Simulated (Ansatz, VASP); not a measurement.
**HfCuSi3: VASP beside Ansatz**

```
CELL_PARAMETERS angstrom
4.02845 0.00000 0.00000
0.00000 4.02845 0.00000
0.00000 0.00000 4.07893
ATOMIC_POSITIONS crystal
Hf 0.00000 0.00000 0.00000
Si 0.50000 0.50000 0.97500
Si 0.00000 0.50000 0.48500
Si 0.50000 0.00000 0.48500
Cu 0.50000 0.50000 0.51500
```

Alike in both runs: task single point; functional PBE; k mesh 4 × 4 × 4; occupations gaussian, width 0.1 eV; no spin polarisation.

|  | VASP | Ansatz |
| --- | --- | --- |
| version | VASP 6.6.1 | Ansatz 0.2.0 |
| potentials or method | VASP PAW PBE potentials, release 64 (Hf_pv, Si, Cu), cutoff 520 eV | scalar-relativistic, plane waves, PAW |
| valence electrons in the cell | 33 | 57 |

VASP gave:

- gap on the k mesh at the Fermi level (eV): none
- rms of the force components (eV/Å): 1.933

Task: What did Ansatz give for the same quantities?

Result: gap on the k mesh at the Fermi level (eV): none; rms of the force components (eV/Å): 1.928.

Atom by atom the forces differ by 0.006 eV/Å (rms over components). A gap of «none» marks a metal or a gap that the smearing closes. VASP's potentials hold 33 valence electrons a cell and Ansatz's 57, so a difference there can come from the potentials and not from the codes.

The k mesh is coarse, so the values compare programs but aren't converged. Neither program's run includes spin-orbit coupling.
